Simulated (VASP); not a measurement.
# InSe (Cm) in VASP: a series of runs

Runs on InSe. Level: PBEsol. Tasks: single point.

All numbers are computed with VASP 6.6.1; they aren't measurements. Logs are shortened: lines on timing, memory, paths and dates and some standing lists are left out, and cuts for length are marked.

## (1) The cell of the first run

The structure is monoclinic, space group Cm (No. 8). Conventional cell: a = 6.928 Å, b = 4.000 Å, c = 8.631 Å, α = 90.00°, β = 105.52°, γ = 90.00°. In (site symmetry m) has 3 Se at 2.64 Å and 1 In at 2.80 Å within 3.5 Å. Within 3.4 Å of In (site symmetry m) lie 3 Se at 2.55 to 2.65 Å and 1 In at 2.80 Å. Within 3.5 Å of Se (site symmetry m) lie 3 In at 2.64 Å. Se (site symmetry m) has 3 In at 2.55 to 2.65 Å within 3.4 Å.

## (2) Single point, PBEsol (atom 4 (Se) moved +0.087 Å towards its neighbour atom 2 (In) at 2.638 Å)

File INCAR:

```
PREC = Accurate
ENCUT = 520
EDIFF = 1E-6
ISMEAR = 0
SIGMA = 0.03
LREAL = F
LASPH = T
NELM = 60
ALGO = Normal
ISIF = 2
LWAVE = F
LCHARG = F
GGA = PS
NBANDS = 27
KPAR = 4
```

File KPOINTS:

```
Automatic mesh
0
Gamma
  12 12 12
```

File POSCAR:

```
InSe
1.0
    1.9999996503      1.1547003365      8.3166700000
   -1.9999996503      1.1547003365      8.3166700000
    0.0000000000     -2.3094006730      8.3166700000
In Se
2 2
Direct
    0.0000000000      0.0000000000      0.0000000000
    0.1122000000      0.1122000000      0.1122000000
    0.6155000000      0.6155000000      0.6155000000
    0.8061944841      0.8393590367      0.8393590367
```

Potentials or basis: VASP PAW PBE potentials, release 64 (In_d, Se).

Run with:

```
$ cat potpaw_PBE.64/In_d/POTCAR potpaw_PBE.64/Se/POTCAR > POTCAR
$ mpirun -np 4 vasp_std > vasp.out
```

OUTCAR:

```text
PREC = Accurate
   ENCUT = 520
   EDIFF = 1E-6
   ISMEAR = 0
   LREAL = F
   LASPH = T
   NELM = 60
   ISIF = 2
   GGA = PS

 ion  position               nearest neighbor table
   1  0.000  0.000  0.000-   3 2.64   3 2.64   3 2.64   2 2.80
   2  0.112  0.112  0.112-   4 2.55   4 2.65   4 2.65   1 2.80
   3  0.615  0.615  0.615-   1 2.64   1 2.64   1 2.64
   4  0.806  0.839  0.839-   2 2.55   2 2.65   2 2.65

  LATTYP: Found a trigonal (rhomboedric) cell.
 ALAT       =     8.6313574458
 COS(alpha) =     0.8926179648

  Lattice vectors:

 A1 = (   1.9999996503,   1.1547003365,   8.3166700000)
 A2 = (  -1.9999996503,   1.1547003365,   8.3166700000)
 A3 = (   0.0000000000,  -2.3094006730,   8.3166700000)

Analysis of symmetry for initial positions (statically):
=====================================================================
 Subroutine PRICEL returns:
 Original cell was already a primitive cell.

 Routine SETGRP: Setting up the symmetry group for a
 trigonal (rhombohedral) supercell.

 Subroutine GETGRP returns: Found  2 space group operations
 (whereof  2 operations were pure point group operations)
 out of a pool of 12 trial point group operations.

The static configuration has the point symmetry C_1h.

Analysis of symmetry for dynamics (positions and initial velocities):
=====================================================================
 Subroutine PRICEL returns:
 Original cell was already a primitive cell.

 Routine SETGRP: Setting up the symmetry group for a
 trigonal (rhombohedral) supercell.

 Subroutine GETGRP returns: Found  2 space group operations
 (whereof  2 operations were pure point group operations)
 out of a pool of 12 trial point group operations.

The dynamic configuration has the point symmetry C_1h.

 Subroutine INISYM returns: Found  2 space group operations
 (whereof  2 operations are pure point group operations),
 and found     1 'primitive' translations

----------------------------------------------------------------------------------------

                                     Primitive cell

  volume of cell :     115.2391

  direct lattice vectors                    reciprocal lattice vectors
     1.999999650  1.154700336  8.316670000     0.250000044  0.144337593  0.040080144
    -1.999999650  1.154700336  8.316670000    -0.250000044  0.144337593  0.040080144
     0.000000000 -2.309400673  8.316670000     0.000000000 -0.288675185  0.040080144

  length of vectors
     8.631357446  8.631357446  8.631357446     0.291444301  0.291444301  0.291444301

  position of ions in fractional coordinates (direct lattice)
     0.000000000  0.000000000  0.000000000
     0.112200000  0.112200000  0.112200000
     0.615500000  0.615500000  0.615500000
     0.806194484  0.839359037  0.839359037

  ion indices of the primitive-cell ions
   primitive index   ion index
                 1           1
                 2           2
                 3           3
                 4           4

----------------------------------------------------------------------------------------

 KPOINTS: Automatic mesh

Automatic generation of k-mesh.
 Grid dimensions read from file:
 generate k-points for:   12   12   12

 Generating k-lattice:

  Cartesian coordinates                     Fractional coordinates (reciprocal lattice)
     0.020833337  0.012028133  0.003340012     0.083333333  0.000000000  0.000000000
    -0.020833337  0.012028133  0.003340012     0.000000000  0.083333333  0.000000000
     0.000000000 -0.024056265  0.003340012     0.000000000  0.000000000  0.083333333

  Length of vectors
     0.024287025  0.024287025  0.024287025

  Shift w.r.t. Gamma in fractional coordinates (k-lattice)
     0.000000000  0.000000000  0.000000000

 Subroutine IBZKPT returns following result:
 ===========================================

 Found    476 irreducible k-points:

 Following reciprocal coordinates:
            Coordinates               Weight
  0.000000  0.000000  0.000000      1.000000
  0.083333  0.000000  0.000000      2.000000
  0.000000  0.083333  0.000000      4.000000
  0.166667  0.000000  0.000000      2.000000
  0.000000  0.166667  0.000000      4.000000
  0.250000  0.000000  0.000000      2.000000
[... 16 lines left out ...]
  0.000000  0.333333  0.083333      4.000000
 -0.083333 -0.333333 -0.000000      4.000000
 [... further k-points ...]
   k-points           NKPTS =    476   k-points in BZ     NKDIM =    476   number of bands    NBANDS=     27
   number of dos      NEDOS =    301   number of ions     NIONS =      4
   total plane-waves  NPLWV = 262144
   dimension x,y,z NGX =    64 NGY =   64 NGZ =   64
   dimension x,y,z NGXF=   128 NGYF=  128 NGZF=  128
   ions per type =               2   2
   NGX,Y,Z   is equivalent  to a cutoff of  12.33, 12.33, 12.33 a.u.
   NGXF,Y,Z  is equivalent  to a cutoff of  24.65, 24.65, 24.65 a.u.
 SYSTEM =  unknown system
   PREC   = accura    normal or accurate (medium, high low for compatibility)
   ISTART =      0    job   : 0-new  1-cont  2-samecut
   ICHARG =      2    charge: 1-file 2-atom 10-const
   ISPIN  =      1    spin polarized calculation?
   LNONCOLLINEAR =      F non collinear calculations
   LSORBIT =      F    spin-orbit coupling
   LASPH  =      T    aspherical Exc in radial PAW
   ENCUT  =  520.0 eV  38.22 Ry    6.18 a.u.  16.05 16.05 16.05*2*pi/ulx,y,z
   NELM   =     60;   NELMIN=  2; NELMDL= -5     # of ELM steps
   EDIFF  = 0.1E-05   stopping-criterion for ELM
   LREAL  =      F    real-space projection
   EDIFFG = 0.1E-04   stopping-criterion for IOM
   NSW    =      0    number of steps for IOM
   IBRION =     -1    ionic relax: 0-MD 1-quasi-New 2-CG
   NFREE  =      0    steps in history (QN), initial steepest desc. (CG)
   ISIF   =      2    stress and relaxation
   ISYM   =      2    0-nonsym 1-usesym 2-fastsym
   POTIM  = 0.5000    time-step for ionic-motion
   TEBEG  =    0.0;   TEEND  =   0.0 temperature during run
   PSTRESS=    0.0 pullay stress
   NELECT =      38.0000    total number of electrons
   NUPDOWN=      -1.0000    fix difference up-down
   EMIN   =  10.00;   EMAX   =-10.00  energy-range for DOS
   EFERMI =   0.00;   METHOD = LEGACY
   ISMEAR =     0;   SIGMA  =   0.03  broadening in eV -4-tet -1-fermi 0-gaus
   EFERMI_NEDOS =   21; number of points for ismear=-14 and -15
   IALGO  =     38    algorithm
   IMIX   =      4    mixing-type and parameters
     AMIX     =   0.40;   BMIX     =  1.00
     AMIX_MAG =   1.60;   BMIX_MAG =  1.00
  volume/ion in A,a.u.               =      28.81       194.42
  Fermi-wavevector in a.u.,A,eV,Ry     =   1.131018  2.137313 17.404585  1.279201
  Thomas-Fermi vector in A             =   2.267716
   LORBIT       =      0    0 simple, 1 ext, 2 COOP (PROOUT), +10 PAW based schemes
   GGA     = PS    functional components
   LHFCALC =     F    Hartree Fock is set to
   AEXX    =    0.0000 exact exchange contribution
   IVDW    =     0    specifies the selected vdW correction
   LEPSILON=     F    determine dielectric tensor
   LRPA    =     F    only Hartree local field effects (RPA)
 non-spin polarized calculation
 Gauss-broadening in eV      SIGMA  =   0.03
  energy-cutoff  :      520.00
  volume of cell :      115.24
 maximum number of plane-waves:      3142
   NGX = 33   NGY = 33   NGZ = 33

 number of electron      37.9999997 magnetization

 Free energy of the ion-electron system (eV)
  ---------------------------------------------------
  ext. energy  EPLUGINS =         0.00000000
  ---------------------------------------------------
  free energy    TOTEN  =       -15.56820584 eV

  energy without entropy =      -15.56820584  energy(sigma->0) =      -15.56820584

 E-fermi :   4.3303     XC(G=0):  -9.1711

 val. band max:        4.1876274993   @ k =   0.5000   0.5000   0.5000
 cond. band min:       4.4431987332   @ k =   0.5000   0.5000   0.5000
 fundamental gap:      0.2555712339
 Fermi energy:         4.3303133615

 k-point     1 :       0.0000    0.0000    0.0000
  band No.  band energies     occupation
      1     -10.6422      2.00000
      2     -10.4881      2.00000
      3     -10.4532      2.00000
      4     -10.3807      2.00000
      5     -10.3763      2.00000
      6     -10.3338      2.00000
[... 19 lines left out ...]
     26       9.6019      0.00000
     27      11.5644      0.00000

 k-point     2 :       0.0833    0.0000    0.0000
  band No.  band energies     occupation
      1     -10.6473      2.00000
      2     -10.5185      2.00000
      3     -10.4507      2.00000
      4     -10.4004      2.00000
      5     -10.3775      2.00000
      6     -10.3481      2.00000
[... 19 lines left out ...]
     26       9.6105      0.00000
     27      11.5280      0.00000

 k-point     3 :       0.0000    0.0833    0.0000
  band No.  band energies     occupation
      1     -10.6460      2.00000
      2     -10.5072      2.00000
      3     -10.4629      2.00000
      4     -10.4019      2.00000
      5     -10.3743      2.00000
      6     -10.3482      2.00000
[... 19 lines left out ...]
     26       9.7402      0.00000
     27      11.5560      0.00000

 k-point     4 :       0.1667    0.0000    0.0000
  band No.  band energies     occupation
      1     -10.6778      2.00000
      2     -10.5643      2.00000
      3     -10.4729      2.00000
      4     -10.4455      2.00000
      5     -10.3674      2.00000
      6     -10.3598      2.00000
[... 19 lines left out ...]
     26      10.0317      0.00000
     27      10.8077      0.00000
[... 516 lines left out ...]
      4     -10.4443      2.00000
      5     -10.3711      2.00000
      6     -10.3416      2.00000
[... 19 lines left out ...]
     26      10.8474      0.00000
     27      11.1906      0.00000

 k-point    23 :       0.0000    0.3333    0.0833
  band No.  band energies     occupation
      1     -10.7634      2.00000
      2     -10.6073      2.00000
      3     -10.5670      2.00000
      4     -10.4524      2.00000
      5     -10.3745      2.00000
      6     -10.3411      2.00000
[... 19 lines left out ...]
     26      10.8553      0.00000
     27      11.2438      0.00000

 k-point    24 :      -0.0833   -0.3333   -0.0000
  band No.  band energies     occupation
      1     -10.7539      2.00000
      2     -10.6062      2.00000
      3     -10.5665      2.00000
      4     -10.4589      2.00000
      5     -10.3755      2.00000
      6     -10.3435      2.00000
[... 19 lines left out ...]
     26      10.8225      0.00000
     27      11.1693      0.00000

 [... further k-points ...]

------------------------ aborting loop because EDIFF is reached ----------------------------------------

  FORCE on cell =-STRESS in cart. coord.  units (eV):
  Direction    XX          YY          ZZ          XY          YZ          ZX
  --------------------------------------------------------------------------------------
  -------------------------------------------------------------------------------------
  Total        0.9223940      0.5099581      0.3368740      0.3571800      0.3285824      0.5691209
  in kB       12.8241062      7.0899816      4.6835816      4.9658976      4.5683038      7.9125266
  external PRESSURE =       8.1992232 kB  Pullay stress =       0.0000000 kB

 VOLUME and BASIS-vectors are now :
 -----------------------------------------------------------------------------
  energy-cutoff  :      520.00
  volume of cell :      115.24
      direct lattice vectors                 reciprocal lattice vectors
     1.999999650  1.154700336  8.316670000     0.250000044  0.144337593  0.040080144
    -1.999999650  1.154700336  8.316670000    -0.250000044  0.144337593  0.040080144
     0.000000000 -2.309400673  8.316670000     0.000000000 -0.288675185  0.040080144

 POSITION                                       TOTAL-FORCE (eV/Angst)
 -----------------------------------------------------------------------------------
      0.00000      0.00000      0.00000        -0.017703     -0.010221      0.176083
      0.00000      0.00000      2.79939        -0.410608     -0.237065     -0.480080
      0.00000      0.00000     15.35673        -0.010462     -0.006040     -0.046365
     -0.06633     -0.03830     20.66620         0.438774      0.253326      0.350362
 -----------------------------------------------------------------------------------
    total drift:                               -0.000068     -0.000040     -0.000485

  FREE ENERGIE OF THE ION-ELECTRON SYSTEM (eV)
  ---------------------------------------------------
  free  energy   TOTEN  =       -15.5682058446 eV

  energy  without entropy=      -15.5682058446  energy(sigma->0) =      -15.56820584
```

It took 43 min on 4 MPI ranks of Intel Xeon Platinum 8375C at 2.90GHz (Ice Lake), shared host; peak memory 1.5 GiB.

Results:

| Quantity | Value |
| --- | --- |
| Free energy | -15.5682 eV |
| Pressure | 0.8 GPa |
| Largest force | 0.675 eV/Å |
| Band gap on the k mesh | 0.26 eV |

Forces on the atoms (eV/Å):
```
In  -0.018 -0.010  0.176
In  -0.411 -0.237 -0.480
Se  -0.010 -0.006 -0.046
Se   0.439  0.253  0.350
```

Stress tensor (GPa, compression positive):
```
1.28 0.50 0.79
0.50 0.71 0.46
0.79 0.46 0.47
```

Levels at points of the mesh, in eV from the valence-band top:
| k point | band 15 | band 16 | band 17 | band 18 | band 19 | band 20 | band 21 | band 22 | band 23 | band 24 |
| --- | --- | --- | --- | --- | --- | --- | --- | --- | --- | --- |
| (0.00, 0.00, 0.00) | -1.64 | -1.54 | -1.40 | -1.30 | -1.25 | 1.56 | 1.94 | 4.18 | 4.32 | 5.08 |
| (0.50, 0.00, 0.00) | -3.60 | -2.49 | -2.42 | -2.31 | -1.86 | 1.05 | 1.92 | 3.60 | 3.95 | 4.72 |
| (0.00, 0.50, 0.00) | -3.62 | -2.57 | -2.49 | -2.32 | -1.69 | 1.01 | 1.88 | 3.50 | 3.81 | 4.76 |
| (0.50, 0.50, 0.00) | -3.36 | -2.77 | -2.67 | -2.15 | -1.56 | 1.04 | 1.80 | 3.17 | 3.43 | 4.29 |
| (0.00, 0.50, 0.50) | -3.28 | -2.83 | -2.64 | -2.13 | -1.59 | 1.08 | 1.90 | 3.11 | 3.54 | 4.26 |
| (0.50, 0.50, 0.50) | -1.59 | -1.46 | -1.25 | -1.18 | 0.00 | 0.26 | 1.95 | 4.06 | 4.24 | 5.43 |

Caveat: the cell differs from its parent crystal (atom 4 (Se) moved +0.087 Å towards its neighbour atom 2 (In) at 2.638 Å); the PAW data sets were made with another functional, which shifts forces and pressure a little; spin-orbit coupling is left out, which moves the levels of the heavy elements.

(Continued in part 2 of 2.)
